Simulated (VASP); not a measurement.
Runs of VASP 6.6.1 on SnTe. The structure is that of space group F-43m (No. 216), or close to it. The cells are those of the table. 

| cell | gap on the mesh (eV) | pressure (GPa) |
| --- | --- | --- |
| a = 5.107 Å, angles 60.0°, 2 atoms | (b) | (a) |
| a = 5.207 Å, angles 60.0°, 2 atoms | 0.36 | -2.5 |
| a = 5.157 Å, angles 60.0°, 2 atoms | 0.30 | -2.0 |
| a = 5.055 Å, angles 60.0°, 2 atoms | (c) | -0.6 |
| a = 5.003 Å, angles 60.0°, 2 atoms | 0.07 | 0.2 |

Alike in all rows: task single point; level PBEsol; potentials or basis VASP PAW PBE potentials, release 64 (Sn_d, Te); no spin polarisation; k mesh 6 × 6 × 6; cutoff (eV) 520; smearing gaussian 0.01 eV.

Problem. Fill in the values left out.

Solution. (a) -1.4; (b) 0.23; (c) 0.15.

Caveats: the PAW data sets were made with another functional, which shifts forces and pressure a little; spin-orbit coupling is left out, which moves the levels of the heavy elements.

A k mesh can miss the band edges, and the runs leave out spin-orbit coupling on Sn, Te.
